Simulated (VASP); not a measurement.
Set up this calculation in VASP 6.6.1, as the native input.

```yaml
Task: single point
Functional: PBE
Potentials_or_basis: VASP PAW PBE potentials, release 64 (Be)
Cutoff: 520 eV
k_mesh: 13 × 13 × 13
Occupations: fermi-dirac, width 0.1 eV
Spin: no spin polarisation
Dipole_correction: no
Further_INCAR_settings: ALGO = Normal; EDIFF = 1e-07; NBANDS = 9
```

The structure of Be lies in POSCAR:

```
Be
1.0
    0.0000000000      2.4494676805      2.4494676805
    2.4494676805      0.0000000000      2.4494676805
    2.4494676805      2.4494676805      0.0000000000
Be
2
Direct
    0.1250000000      0.1250000000      0.1250000000
    0.8750000000      0.8750000000      0.8750000000
```

The input as run:

INCAR

```
  ALGO = Normal
  EDIFF = 1E-7
  ENCUT = 520
  GGA = PE
  ISIF = 2
  ISMEAR = -1
  LASPH = T
  LCHARG = T
  LELF = T
  LREAL = F
  LVHAR = T
  LWAVE = F
  NBANDS = 9
  NELM = 80
  PREC = Accurate
  SIGMA = 0.1
```

KPOINTS

```
k-points
0
Gamma
  13 13 13
```

Potentials or basis: VASP PAW PBE potentials, release 64 (Be).

The run is started by

```sh
$ cat potpaw_PBE.64/Be/POTCAR > POTCAR
$ mpirun -np 1 vasp_std > vasp.out
```

Results of the run:

```yaml
Pressure: 0.0 GPa
Band_gap_on_the_k_mesh: zero (band 2 reaches 6.54 eV, above the bottom of band 3 at 0.45 eV)
```

Wall time 13 s on 1 thread of AMD EPYC 9R45 96-Core Processor (Zen 5), on a shared host, peak memory 0.13 GiB.
